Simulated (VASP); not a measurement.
# Ca: single point with LDA

Ca:

```
Ca
1.0
    -2.24000    2.24000    2.30720
     2.24000   -2.24000    2.30720
     2.24000    2.24000   -2.30720
Ca
1
Direct
  0.00000 0.00000 0.00000
```

This cell differs from its parent crystal: strain +0.0300 x Voigt [0, 0, 1, 0, 0, 0].

```json
{"Program": "VASP 6.6.1", "Task": "single point", "Functional": "LDA", "Potentials or basis": "VASP PAW LDA potentials, release 64 (Ca_sv)", "Cutoff": "520 eV", "k mesh": "16 × 16 × 16", "Occupations": "gaussian, width 0.15 eV", "Spin": "no spin polarisation"}
```

- Pressure: -2.8 GPa
- Band gap on the k mesh: zero (bands 5 and 6 overlap by 0.36 eV)

Levels at points of the mesh, in eV from the Fermi level:
```tsv
k point	band 3	band 4	band 5	band 6	band 7	band 8
(0.00, 0.00, 0.00)	-23.06	-23.05	-3.90	1.98	1.98	2.10
(0.50, 0.00, 0.00)	-23.09	-23.05	-0.93	-0.07	1.23	2.81
(0.50, 0.50, 0.00)	-23.09	-23.06	-0.86	0.01	1.09	2.96
(0.50, 0.50, 0.50)	-23.13	-23.13	0.06	0.12	3.26	3.66
```

It took 71 s on 1 thread of Intel(R) Xeon(R) 6975P-C (Granite Rapids) (shared host), peak memory 0.28 GiB.

Caveat: the cell differs from its parent crystal (strain +0.0300 x Voigt [0, 0, 1, 0, 0, 0]).
